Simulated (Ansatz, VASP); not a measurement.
## Two plane-wave programs on Hf7S

```
Hf S
1.0
     6.20146    0.00000    0.00000
    -3.10073    5.37062    0.00000
     0.00000    0.00000    5.09387
Hf S
7 1
Direct
  0.50048 0.00096 0.50000
  0.99904 0.49952 0.50000
  0.50048 0.49952 0.50000
  0.16481 0.83519 0.00000
  0.67037 0.83519 0.00000
  0.16481 0.32963 0.00000
  0.66667 0.33333 0.00000
  0.00000 0.00000 0.50000
```

Change from the starting cell: species swapped into the Mg7Sb type (P-6m2, No. 187).

Alike in both runs: functional PBE; k mesh 3 × 3 × 4; occupations gaussian, width 0.1 eV; no spin polarisation.

Ansatz relaxed the structure, and its values are those at the end. VASP's run is a single point on that final structure, the one shown.

|  | VASP | Ansatz |
| --- | --- | --- |
| version | VASP 6.6.1 | Ansatz 0.2.0 |
| potentials or method | VASP PAW PBE potentials, release 64 (Hf_pv, S), cutoff 520 eV | scalar-relativistic, plane waves, PAW |
| valence electrons in the cell | 76 | 188 |

```csv
,VASP,Ansatz,Ansatz less VASP
gap on the k mesh at the Fermi level (eV),none,none,-
pressure (GPa),-0.5,0.0,+0.47
rms of the force components (eV/Å),0.003,0.003,+0.0003
```

A gap of «none» marks a metal or a gap that the smearing closes. The functional is the same, so the differences come from potentials, cutoffs and numerics. VASP's potentials hold 76 valence electrons a cell and Ansatz's 188, so a difference there can come from the potentials and not from the codes.

The k mesh is coarse, so the values compare programs but aren't converged. Neither program's run includes spin-orbit coupling.
